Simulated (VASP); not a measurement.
# SnH3 (R-3c) in VASP: settings compared

SnH3 is run at these levels: PBE+D3(BJ), PBE; tasks: single point, relaxation of cell and atoms.

Everything below comes from runs of VASP 6.6.1. Logs are shortened: lines on timing, memory, paths and dates and some standing lists are left out, and cuts for length are marked.

### Step 1. The cell of the first run

It takes space group R-3c (No. 167, trigonal). The conventional cell has a = 4.974 Å, b = 4.974 Å, c = 13.197 Å, α = 90.00°, β = 90.00°, γ = 120.00°. Sn (site symmetry -3) has 6 H at 1.92 Å within 2.5 Å. Within 2.5 Å of H (site symmetry 2) lie 2 Sn at 1.92 Å.

### Step 2. Single point, PBE+D3(BJ)

Input file INCAR:

```
PREC = Accurate
ENCUT = 520
EDIFF = 1E-6
ISMEAR = 1
SIGMA = 0.005
LREAL = F
LASPH = T
NELM = 100
ALGO = Normal
ISIF = 2
LWAVE = F
LCHARG = F
GGA = PE
IVDW = 12
NBANDS = 27
```

Input file KPOINTS:

```
Automatic mesh
0
Gamma
  5 5 5
```

Input file POSCAR:

```
SnH3
1.0
    2.4872410000      4.3080200000      0.0000000000
   -2.4872410000      4.3080200000      0.0000000000
    0.0000000000     -2.8720130000      4.3989950000
Sn H
2 6
Direct
    0.0000000000      0.0000000000      0.0000000000
    0.5000000000      0.5000000000      0.5000000000
    0.8780000000      0.6220000000      0.7500000000
    0.2500000000      0.8780000000      0.7500000000
    0.6220000000      0.2500000000      0.7500000000
    0.1220000000      0.3780000000      0.2500000000
    0.7500000000      0.1220000000      0.2500000000
    0.3780000000      0.7500000000      0.2500000000
```

Potentials or basis: VASP PAW PBE potentials, release 64 (Sn_d, H).

Run with:

```sh
$ cat potpaw_PBE.64/Sn_d/POTCAR potpaw_PBE.64/H/POTCAR > POTCAR
$ mpirun -np 1 vasp_std > vasp.out
```

OUTCAR:

```text
PREC = Accurate
   ENCUT = 520
   EDIFF = 1E-6
   ISMEAR = 1
   LREAL = F
   LASPH = T
   NELM = 100
   ISIF = 2
   GGA = PE
   IVDW = 12
 IVDW          = 12

 ion  position               nearest neighbor table
   1  0.000  0.000  0.000-   3 1.92   6 1.92   4 1.92   7 1.92   5 1.92   8 1.92   2 3.62   2 3.62
                             2 3.62   2 3.62   2 3.62   2 3.62
   2  0.500  0.500  0.500-   3 1.92   6 1.92   5 1.92   8 1.92   7 1.92   4 1.92   1 3.62   1 3.62
                             1 3.62   1 3.62   1 3.62   1 3.62
   3  0.878  0.622  0.750-   1 1.92   2 1.92
   4  0.250  0.878  0.750-   1 1.92   2 1.92
   5  0.622  0.250  0.750-   2 1.92   1 1.92
   6  0.122  0.378  0.250-   1 1.92   2 1.92
   7  0.750  0.122  0.250-   1 1.92   2 1.92
   8  0.378  0.750  0.250-   2 1.92   1 1.92

  LATTYP: Found a trigonal (rhomboedric) cell.
 ALAT       =     5.2535360383
 COS(alpha) =     0.5517066462

  Lattice vectors:

 A1 = (   2.4872410000,   1.4360070000,   4.3989950000)
 A2 = (  -2.4872410000,   1.4360070000,   4.3989950000)
 A3 = (   0.0000000000,  -2.8720130000,   4.3989950000)

Analysis of symmetry for initial positions (statically):
=====================================================================
 Subroutine PRICEL returns:
 Original cell was already a primitive cell.

 Routine SETGRP: Setting up the symmetry group for a
 trigonal (rhombohedral) supercell.

 Subroutine GETGRP returns: Found 12 space group operations
 (whereof  6 operations were pure point group operations)
 out of a pool of 12 trial point group operations.

The static configuration has the point symmetry S_6 .
 The point group associated with its full space group is D_3d.

Analysis of symmetry for dynamics (positions and initial velocities):
=====================================================================
 Subroutine PRICEL returns:
 Original cell was already a primitive cell.

 Routine SETGRP: Setting up the symmetry group for a
 trigonal (rhombohedral) supercell.

 Subroutine GETGRP returns: Found 12 space group operations
 (whereof  6 operations were pure point group operations)
 out of a pool of 12 trial point group operations.

The dynamic configuration has the point symmetry S_6 .
 The point group associated with its full space group is D_3d.

 Subroutine INISYM returns: Found 12 space group operations
 (whereof  6 operations are pure point group operations),
 and found     1 'primitive' translations

----------------------------------------------------------------------------------------

                                     Primitive cell

  volume of cell :      94.2712

  direct lattice vectors                    reciprocal lattice vectors
     2.487241000  4.308020000  0.000000000     0.201025956  0.116062600  0.075774875
    -2.487241000  4.308020000  0.000000000    -0.201025956  0.116062600  0.075774875
     0.000000000 -2.872013000  4.398995000     0.000000000  0.000000000  0.227324650

  length of vectors
     4.974475260  4.974475260  5.253533638     0.244179839  0.244179839  0.227324650

  position of ions in fractional coordinates (direct lattice)
     0.000000000  0.000000000  0.000000000
     0.500000000  0.500000000  0.500000000
     0.878000000  0.622000000  0.750000000
     0.250000000  0.878000000  0.750000000
     0.622000000  0.250000000  0.750000000
     0.122000000  0.378000000  0.250000000
     0.750000000  0.122000000  0.250000000
     0.378000000  0.750000000  0.250000000

  ion indices of the primitive-cell ions
   primitive index   ion index
                 1           1
                 2           2
                 3           3
                 4           4
                 5           5
                 6           6
                 7           7
                 8           8

----------------------------------------------------------------------------------------

 KPOINTS: Automatic mesh

Automatic generation of k-mesh.
 Grid dimensions read from file:
 generate k-points for:    5    5    5

 Generating k-lattice:

[... 45 lines left out ...]
   NGX = 19   NGY = 19   NGZ = 19

 number of electron      34.0000011 magnetization

 Free energy of the ion-electron system (eV)
  ---------------------------------------------------
  ext. energy  EPLUGINS =         0.00000000
  ---------------------------------------------------
  free energy    TOTEN  =       -24.45854873 eV

  energy without entropy =      -24.45848918  energy(sigma->0) =      -24.45852888

 E-fermi :   4.7698     XC(G=0):  -8.7623

 val. band max:        4.7688324150   @ k =   0.2000   0.0000   0.0000
 cond. band min:       4.7846081580   @ k =   0.2000   0.0000   0.4000
 fundamental gap:      0.0157757429
 Fermi energy:         4.7698401862

 k-point     1 :       0.0000    0.0000    0.0000
  band No.  band energies     occupation
      1     -17.5512      2.00000
      2     -17.5512      2.00000
      3     -17.3906      2.00000
      4     -17.3892      2.00000
      5     -17.3892      2.00000
      6     -17.3589      2.00000
[... 19 lines left out ...]
     26      14.9891      0.00000
     27      15.0030      0.00000

 k-point     2 :       0.2000    0.0000    0.0000
  band No.  band energies     occupation
      1     -17.5331      2.00000
      2     -17.5331      2.00000
      3     -17.3911      2.00000
      4     -17.3911      2.00000
      5     -17.3855      2.00000
      6     -17.3666      2.00000
[... 19 lines left out ...]
     26      13.0496      0.00000
     27      13.9735      0.00000

 k-point     3 :       0.4000    0.0000    0.0000
  band No.  band energies     occupation
      1     -17.4856      2.00000
      2     -17.4855      2.00000
      3     -17.4279      2.00000
      4     -17.4276      2.00000
      5     -17.3726      2.00000
      6     -17.3602      2.00000
[... 444 lines left out ...]
      1     -17.4849      2.00000
      2     -17.4849      2.00000
      3     -17.4269      2.00000
      4     -17.4269      2.00000
      5     -17.3733      2.00000
      6     -17.3605      2.00000
[... 19 lines left out ...]
     26      12.3460      0.00000
     27      12.3460      0.00000

 k-point    19 :       0.2000    0.0000    0.4000
  band No.  band energies     occupation
      1     -17.4965      2.00000
      2     -17.4836      2.00000
      3     -17.4282      2.00000
      4     -17.4170      2.00000
      5     -17.3688      2.00000
      6     -17.3682      2.00000
[... 19 lines left out ...]
     26      12.8596      0.00000
     27      12.8664      0.00000

------------------------ aborting loop because EDIFF is reached ----------------------------------------

 Edisp (eV)   -0.95571

 E8    (eV) :    -0.3687

  FORCE on cell =-STRESS in cart. coord.  units (eV):
  Direction    XX          YY          ZZ          XY          YZ          ZX
  --------------------------------------------------------------------------------------
  -------------------------------------------------------------------------------------
  Total       3.27019     3.27018     5.05742     0.00000     0.00000     0.00000
  in kB      55.57823    55.57803    85.95288     0.00000     0.00001     0.00000
  external pressure =       65.70 kB  Pullay stress =        0.00 kB

 VOLUME and BASIS-vectors are now :
 -----------------------------------------------------------------------------
  energy-cutoff  :      520.00
  volume of cell :       94.27
      direct lattice vectors                 reciprocal lattice vectors
     2.487241000  4.308020000  0.000000000     0.201025956  0.116062600  0.075774875
    -2.487241000  4.308020000  0.000000000    -0.201025956  0.116062600  0.075774875
     0.000000000 -2.872013000  4.398995000     0.000000000  0.000000000  0.227324650

 POSITION                                       TOTAL-FORCE (eV/Angst)
 -----------------------------------------------------------------------------------
      0.00000      0.00000      0.00000        -0.000000      0.000000     -0.000000
      0.00000      2.87201      2.19950        -0.000000     -0.000000     -0.000000
      0.63673      4.30802      3.29925         0.096763      0.000000      0.000000
     -1.56199      2.70544      3.29925        -0.048382      0.083799     -0.000000
      0.92525      1.60258      3.29925        -0.048382     -0.083799     -0.000000
     -0.63673      1.43601      1.09975        -0.096763      0.000000     -0.000000
      1.56199      3.03859      1.09975         0.048382     -0.083799      0.000000
     -0.92525      4.14144      1.09975         0.048382      0.083799     -0.000000
 -----------------------------------------------------------------------------------
    total drift:                               -0.000000      0.000000     -0.000000

  FREE ENERGIE OF THE ION-ELECTRON SYSTEM (eV)
  ---------------------------------------------------
  free  energy   TOTEN  =       -25.4142569931 eV

  energy  without entropy=      -25.4141974485  energy(sigma->0) =      -25.41423714
```

Run time: 24 s. Hardware: 1 thread of Intel Xeon 6975P-C (Granite Rapids), shared host; peak memory 0.25 GiB.

What came out:

| Item | Value |
| --- | --- |
| Free energy | -25.4143 eV |
| Pressure | 6.6 GPa |
| Largest force | 0.097 eV/Å |
| Band gap on the k mesh | zero (bands 17 and 18 overlap by 2.15 eV) |
| Dispersion energy per atom | -0.119 eV |

Forces on the atoms (eV/Å):
```
Sn   0.000  0.000  0.000
Sn   0.000  0.000  0.000
H    0.097  0.000  0.000
H   -0.048  0.084  0.000
H   -0.048 -0.084  0.000
H   -0.097  0.000  0.000
H    0.048 -0.084  0.000
H    0.048  0.084  0.000
```

Caveat: three body term missing; the cell stands under pressure; spin-orbit coupling is left out, which moves the levels of the heavy elements.

### Step 3. Relaxation of cell and atoms, PBE

Input file INCAR:

```
SYSTEM = SnH3
  PREC = Accurate
  ENCUT = 600
  EDIFF = 1E-6
  ISMEAR = -1
  SIGMA = 0.0351
  LREAL = .FALSE.
  LASPH = .TRUE.
  NELM = 100
  ALGO = Normal
  ISIF = 3
  LWAVE = .FALSE.
  LCHARG = .FALSE.
  GGA = PE
  IBRION = 2
  NSW = 60
  EDIFFG = -0.01
```

Input file KPOINTS:

```
Automatic mesh
0
G
  5 5 5
  0 0 0
```

POSCAR is that of step 2.

Potentials or basis: VASP PAW PBE potentials, release 64 (Sn_d, H).

Run with:

```sh
$ cat potpaw_PBE.64/Sn_d/POTCAR potpaw_PBE.64/H/POTCAR > POTCAR
$ mpirun -np 1 vasp_std > vasp.out
```

Run time: 5.7 min. Hardware: 1 thread of Intel Xeon 6975P-C (Granite Rapids), shared host; peak memory 0.27 GiB.

Results (log left out):

| Quantity | Value |
| --- | --- |
| Free energy | -25.1888 eV |
| Relaxed volume | 15.54 Å³/atom |
| Relaxed cell | a = 5.618 Å, b = 5.618 Å, c = 5.585 Å, α = 120.20°, β = 120.20°, γ = 60.00° |
| Space group after relaxing (to 0.1 Å) | Pm-3m (No. 221) |
| Energy gained by relaxing | 90.2 meV/atom |
| Ionic steps | 21 |
| Pressure after relaxing | 0.0 GPa |
| Largest force after relaxing | 0.008 eV/Å |
| Band gap on the k mesh | zero (bands 17 and 18 overlap by 1.56 eV) |

Forces on the atoms (eV/Å):
```
Sn   0.000  0.000  0.000
Sn   0.000  0.000  0.000
H   -0.008  0.000  0.000
H    0.004 -0.007  0.000
H    0.004  0.007  0.000
H    0.008  0.000  0.000
H   -0.004  0.007  0.000
H   -0.004 -0.007  0.000
```

Stress tensor (GPa, compression positive):
```
-0.09  0.00  0.00
 0.00 -0.09  0.00
 0.00  0.00  0.10
```

Step by step:
| step | energy change (eV) | largest force (eV/Å) | pressure (GPa) | volume (Å³) |
| --- | --- | --- | --- | --- |
| 1 | 0.0000 | 0.0950 | 8.45 | 94.27 |
| 2 | -0.2930 | 0.1304 | 2.37 | 103.00 |
| 3 | -0.3252 | 0.2378 | -0.39 | 108.37 |
| 4 | -0.3262 | 0.2239 | -0.02 | 107.61 |
| 5 | -0.3478 | 0.2141 | -0.09 | 108.05 |
| 6 | -0.4037 | 0.1865 | -0.16 | 109.32 |
| 7 | -0.4747 | 0.1378 | -0.54 | 111.77 |
| 8 | -0.4258 | 0.0639 | -1.91 | 116.27 |
| 9 | -0.4865 | 0.1170 | -0.85 | 113.00 |
| 10 | -0.5009 | 0.0315 | 1.48 | 109.22 |
| 11 | -0.5047 | 0.0581 | 0.69 | 110.40 |
| 12 | -0.5271 | 0.0571 | 0.68 | 111.83 |
| 13 | -0.5913 | 0.0579 | 0.47 | 116.10 |
| 14 | -0.6862 | 0.0541 | -0.66 | 124.52 |
| 15 | -0.3079 | 0.1419 | -4.85 | 140.57 |
| 16 | -0.7003 | 0.0397 | -0.74 | 125.59 |
| 17 | -0.7023 | 0.0362 | -0.96 | 126.50 |
| 18 | -0.7145 | 0.0240 | -0.60 | 125.75 |
| 19 | -0.7209 | 0.0108 | -0.23 | 124.84 |
| 20 | -0.7212 | 0.0080 | -0.13 | 124.62 |
| 21 | -0.7217 | 0.0084 | -0.03 | 124.28 |

Final structure:
```yaml
crystal:
  lattice:
    - [2.80909, 4.86548, 0.00000]
    - [-2.80909, 4.86548, 0.00000]
    - [0.00000, -3.24365, 4.54664]
  atoms:
    - { symbol: Sn, position: [0.00000, 0.00000, 0.00000] }
    - { symbol: Sn, position: [0.50000, 0.50000, 0.50000] }
    - { symbol: H, position: [0.75536, 0.74464, 0.75000] }
    - { symbol: H, position: [0.25000, 0.75536, 0.75000] }
    - { symbol: H, position: [0.74464, 0.25000, 0.75000] }
    - { symbol: H, position: [0.24464, 0.25536, 0.25000] }
    - { symbol: H, position: [0.75000, 0.24464, 0.25000] }
    - { symbol: H, position: [0.25536, 0.75000, 0.25000] }
```

Levels at points of the mesh, in eV from the Fermi level:
```csv
k point,band 15,band 16,band 17,band 18,band 19,band 20
"(0.00, 0.00, 0.00)",-5.28,-1.95,-1.95,1.26,1.28,1.28
```

Caveat: the volume moved by over 15 % at a fixed basis, so the end points are rough; spin-orbit coupling is left out, which moves the levels of the heavy elements.

### Step 4. Relaxation of cell and atoms, PBE+D3(BJ)

Input file INCAR:

```
SYSTEM = SnH3
ALGO = Normal
EDIFF = 1E-7
EDIFFG = -0.01
ENCUT = 600
GGA = PE
IBRION = 2
ISIF = 3
ISMEAR = -1
IVDW = 12
LASPH = .True.
LCHARG = .False.
LREAL = .False.
LWAVE = .False.
NELM = 60
NSW = 60
PREC = Accurate
SIGMA = 0.0351
```

Input file KPOINTS:

```
k-points
0
Gamma
  5 5 5
  0 0 0
```

POSCAR is that of step 3.

Run with:

```sh
$ cat potpaw_PBE.64/Sn_d/POTCAR potpaw_PBE.64/H/POTCAR > POTCAR
$ mpirun -np 1 vasp_std > vasp.out
```

Wall time 9 min (1 thread of Intel Xeon 6975P-C (Granite Rapids), shared host); peak memory 0.29 GiB.

The run converged. Its results:

```
Free energy                           : -25.8926 eV
Relaxed volume                        : 15.17 Å³/atom
Relaxed cell                          : a = 5.557 Å, b = 5.557 Å, c = 5.557 Å, α = 120.00°, β = 120.00°, γ = 60.00°
Space group after relaxing (to 0.1 Å) : R-3c (No. 167)
Energy gained by relaxing             : 58.7 meV/atom
Ionic steps                           : 34
Pressure after relaxing               : 0.0 GPa
Largest force after relaxing          : 0.010 eV/Å
Band gap on the k mesh                : zero (bands 17 and 18 overlap by 1.58 eV)
Dispersion energy per atom            : -0.089 eV
```

Forces on the atoms (eV/Å):
```
Sn   0.000  0.000  0.000
Sn   0.000  0.000  0.000
H    0.010  0.000  0.000
H   -0.005  0.009  0.000
H   -0.005 -0.009  0.000
H   -0.010  0.000  0.000
H    0.005 -0.009  0.000
H    0.005  0.009  0.000
```

Step by step:
| step | energy change (eV) | largest force (eV/Å) | pressure (GPa) | volume (Å³) |
| --- | --- | --- | --- | --- |
| 1 | 0.0000 | 0.1000 | 6.72 | 94.27 |
| 2 | -0.1896 | 0.0842 | 1.90 | 101.17 |
| 3 | -0.2112 | 0.1728 | -0.30 | 105.21 |
| 4 | -0.2116 | 0.1639 | -0.09 | 104.77 |
| 5 | -0.2270 | 0.1564 | -0.10 | 105.07 |
| 6 | -0.2675 | 0.1350 | -0.18 | 105.94 |
| 7 | -0.3203 | 0.0965 | -0.53 | 107.54 |
| 8 | -0.2756 | 0.0309 | -1.89 | 110.21 |
| 9 | -0.3286 | 0.0813 | -0.83 | 108.24 |
| 10 | -0.3293 | 0.0034 | 1.31 | 104.55 |
| 11 | -0.3365 | 0.0381 | 0.23 | 106.34 |
| 12 | -0.3392 | 0.0354 | 0.21 | 106.71 |
| 13 | -0.3465 | 0.0283 | 0.16 | 107.85 |
| 14 | -0.3568 | 0.0191 | 0.00 | 110.15 |
| 15 | -0.3642 | 0.0150 | -0.55 | 114.84 |
| 16 | -0.3651 | 0.0145 | -0.54 | 114.91 |
| 17 | -0.3680 | 0.0131 | -0.49 | 115.13 |
| 18 | -0.3735 | 0.0107 | -0.39 | 115.58 |
| 19 | -0.3843 | 0.0077 | -0.24 | 116.47 |
| 20 | -0.4050 | 0.0057 | -0.12 | 118.23 |
| 21 | -0.4355 | 0.0042 | -0.62 | 121.68 |
| 22 | -0.4352 | 0.0180 | -1.04 | 122.91 |
| 23 | -0.4365 | 0.0085 | -0.77 | 122.15 |
| 24 | -0.4472 | 0.0050 | 0.20 | 119.76 |
| 25 | -0.4474 | 0.0044 | 0.34 | 119.45 |
| 26 | -0.4524 | 0.0055 | 0.28 | 119.80 |
| 27 | -0.4636 | 0.0086 | 0.07 | 120.79 |
| 28 | -0.4656 | 0.0152 | -0.49 | 122.52 |
| 29 | -0.4685 | 0.0119 | -0.20 | 121.71 |
| 30 | -0.4685 | 0.0121 | -0.22 | 121.78 |
| 31 | -0.4687 | 0.0099 | 0.27 | 120.50 |
| 32 | -0.4692 | 0.0109 | 0.03 | 121.10 |
| 33 | -0.4694 | 0.0107 | 0.02 | 121.16 |
| 34 | -0.4697 | 0.0098 | -0.03 | 121.32 |

Final structure:
```cif
data_structure
_symmetry_space_group_name_H-M 'P 1'
_symmetry_Int_Tables_number 1
_cell_length_a 5.5567
_cell_length_b 5.5567
_cell_length_c 5.5569
_cell_angle_alpha 119.999
_cell_angle_beta 119.999
_cell_angle_gamma 60.000
_cell_volume 121.32
loop_
_atom_site_label
_atom_site_type_symbol
_atom_site_fract_x
_atom_site_fract_y
_atom_site_fract_z
_atom_site_occupancy
Sn1 Sn 0.00000 0.00000 0.00000 1
Sn2 Sn 0.50000 0.50000 0.50000 1
H1 H 0.74047 0.75953 0.75000 1
H2 H 0.25000 0.74047 0.75000 1
H3 H 0.75953 0.25000 0.75000 1
H4 H 0.25953 0.24047 0.25000 1
H5 H 0.75000 0.25953 0.25000 1
H6 H 0.24047 0.75000 0.25000 1
```

Levels at points of the mesh, in eV from the Fermi level:
```csv
k point,band 13,band 14,band 15,band 16,band 17,band 18,band 19,band 20,band 21,band 22
"(0.00, 0.00, 0.00)",-5.47,-5.47,-5.47,-2.03,-2.03,1.23,1.23,1.23,3.94,3.94
```

Caveat: the volume moved by over 15 % at a fixed basis, so the end points are rough; spin-orbit coupling is left out, which moves the levels of the heavy elements.

### Step 5. The runs side by side

| task | level | cell | cutoff (eV) | smearing | gap on the mesh (eV) | pressure (GPa) | relaxed volume (Å³/atom) | largest force (eV/Å) |
| --- | --- | --- | --- | --- | --- | --- | --- | --- |
| single point | PBE+D3(BJ) | as given | 520 | methfessel-paxton 0.005 eV | none | 6.6 | - | 0.10 |
| relaxation of cell and atoms | PBE | relaxed | 600 | fermi-dirac 0.0351 eV | none | 0.0 | 15.54 | 0.01 |
| relaxation of cell and atoms | PBE+D3(BJ) | relaxed | 600 | fermi-dirac 0.0351 eV | none | 0.0 | 15.17 | 0.01 |

Alike in all rows: potentials or basis VASP PAW PBE potentials, release 64 (Sn_d, H); no spin polarisation; k mesh 5 × 5 × 5.

Caveats: spin-orbit coupling is left out, which moves the levels of the heavy elements; the volume moved by over 15 % at a fixed basis, so the end points are rough (at least some runs); three body term missing (at least some runs); the cell stands under pressure (at least some runs).

Total energies depend on the potentials used, so only differences within one code and one set of settings carry meaning.
